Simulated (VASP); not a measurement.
A run of VASP 6.6.1 is set up as follows.

File INCAR:

```
SYSTEM = Si3Ru
ALGO     = Normal         ! electronic algorithm
EDIFF    = 1E-7           ! SCF threshold, eV
ENCUT    = 520            ! plane-wave cutoff, eV
GGA      = PE             ! functional
ISIF     = 2              ! what is computed and relaxed
ISMEAR   = 0              ! smearing method
LASPH    = .TRUE.         ! aspherical terms in the spheres
LCHARG   = .FALSE.        ! write CHGCAR
LREAL    = .FALSE.        ! projectors in reciprocal space
LWAVE    = .FALSE.        ! write WAVECAR
NBANDS   = 21             ! bands
NELM     = 60             ! most SCF steps
PREC     = Accurate       ! precision mode
SIGMA    = 0.1            ! smearing width, eV
```

KPOINTS

```
k-points
0
G
  6 6 6
  0 0 0
```

File POSCAR:

```
Si3Ru
1.0
    0.0000000000      3.0026663252      3.0026663252
    3.0026663252      0.0000000000      3.0026663252
    3.0026663252      3.0026663252      0.0000000000
Si Ru
3 1
Direct
    0.2500000000      0.2500000000      0.2500000000
    0.7500000000      0.7500000000      0.7500000000
    0.5000000000      0.5000000000      0.5000000000
    0.0000000000      0.0000000000      0.0000000000
```

Potentials or basis: VASP PAW PBE potentials, release 64 (Si, Ru_pv).

The run is started by

```sh
$ cat potpaw_PBE.64/Si/POTCAR potpaw_PBE.64/Ru_pv/POTCAR > POTCAR
$ mpirun -np 1 vasp_std > vasp.out
```

Problem. Estimate the band gap on the k mesh.

Solution. Zero (bands 13 and 14 overlap by 0.77 eV).

Problem. Predict the pressure.

Solution. 0.1 GPa.
